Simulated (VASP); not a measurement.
A run of VASP 6.6.1 is set up as follows.

File INCAR:

```
SYSTEM = InP
ALGO = Normal ; EDIFF = 1E-6
ENCUT = 520 ; GGA = PS
ISIF = 2 ; ISMEAR = -1
LASPH = .True. ; LCHARG = .False.
LREAL = .False. ; LWAVE = .False.
NBANDS = 16 ; NELM = 100
PREC = Accurate ; SIGMA = 0.1
```

The input KPOINTS:

```
k-points
0
Gamma
  12 12 12
  0 0 0
```

The input POSCAR:

```
InP
1.0
    0.0000000000      2.7289400266      2.7289400266
    2.7289400266      0.0000000000      2.7289400266
    2.7289400266      2.7289400266      0.0000000000
In P
1 1
Direct
    0.0000000000      0.0000000000      0.0000000000
    0.2500000000      0.2500000000      0.2500000000
```

Potentials or basis: VASP PAW PBE potentials, release 64 (In_d, P).

Launch:

```sh
$ cat potpaw_PBE.64/In_d/POTCAR potpaw_PBE.64/P/POTCAR > POTCAR
$ mpirun -np 1 vasp_std > vasp.out
```

(1) Predict the band gap on the k mesh.

(2) Estimate the pressure.

## Answers

(1) 1.19 eV, indirect (least direct gap 1.70 eV).

(2) 24.5 GPa.

Caveat: the PAW data sets were made with another functional, which shifts forces and pressure a little; spin-orbit coupling is left out, which moves the levels of the heavy elements.
